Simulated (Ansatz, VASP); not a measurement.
**Hf in VASP and in Ansatz**

```
Hf
1.0
     0.00000    2.22000    2.24220
     2.22000    0.00000    2.24220
     2.22000    2.22000    0.00000
Hf
1
Direct
  0.00000 0.00000 0.00000
```

Change from the starting cell: zz strain of +1 %.

Alike in both runs: task single point; functional PBEsol; k mesh 16 × 16 × 16; occupations fermi-dirac, width 0.03 eV; no spin polarisation.

```csv
,VASP,Ansatz
version,VASP 6.6.1,Ansatz 0.2.0
potentials or method,"VASP PAW PBE potentials, release 64 (Hf_pv), cutoff 520 eV","all-electron LAPW, scalar-relativistic"
```

|  | VASP | Ansatz | Ansatz less VASP |
| --- | --- | --- | --- |
| pressure (GPa) | -3.0 | -2.6 | +0.43 |
| traceless stress, the component that is largest in VASP (GPa) | -0.10 | -0.10 | +0.006 |

VASP's potentials were made for PBE, not for PBEsol. Ansatz ran all-electron here, and VASP with PAW potentials.

Neither program's run includes spin-orbit coupling.
